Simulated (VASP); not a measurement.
Set up this calculation in VASP 6.6.1, as the native input.

```
Task                   : single point
Functional             : PBE
Potentials or basis    : VASP PAW PBE potentials, release 64 (Ca_sv, Ta_pv, O)
Cutoff                 : 520 eV
k mesh                 : 6 × 6 × 4
Occupations            : gaussian, width 0.1 eV
Spin                   : no spin polarisation
Dipole correction      : no
Further INCAR settings : ALGO = Normal; EDIFF = 1e-06; NBANDS = 38
```

The structure of Ca2Ta3O lies in POSCAR:

```
Ca2Ta3O
1.0
    5.3291103522     -0.0000000028      0.0000000000
   -2.6645551737      4.6151449460      0.0000000000
    0.0000000000      0.0000000000      5.9603226379
Ca Ta O
2 3 1
Direct
    0.3333333333      0.6666666667      0.5309171794
    0.6666666667      0.3333333333      0.5309171794
    0.5000000000      0.0000000000      0.0309436334
    0.0000000000      0.5000000000      0.0309436334
    0.5000000000      0.5000000000      0.0309436334
    0.0000000000      0.0000000000      1.0309144308
```

The input as run:

INCAR

```
PREC = Accurate
ENCUT = 520
EDIFF = 1E-6
ISMEAR = 0
SIGMA = 0.1
LREAL = False
LASPH = True
NELM = 100
ALGO = Normal
ISIF = 2
LWAVE = False
LCHARG = True
GGA = PE
LELF = True
LVHAR = True
NBANDS = 38
```

KPOINTS

```
regular mesh
0
Gamma
  6 6 4
```

Potentials or basis: VASP PAW PBE potentials, release 64 (Ca_sv, Ta_pv, O).

Command:

```sh
$ cat potpaw_PBE.64/Ca_sv/POTCAR potpaw_PBE.64/Ta_pv/POTCAR potpaw_PBE.64/O/POTCAR > POTCAR
$ mpirun -np 1 vasp_std > vasp.out
```

Results of the run:

```
Pressure : 0.1 GPa
```

Caveat: an odd number of electrons without spin polarisation forces a metal; a magnetic or distorted state may lie lower.

It used 110 s of CPU time on 1 thread of AMD EPYC 7R13 Processor (Zen 3), with other jobs on the host.
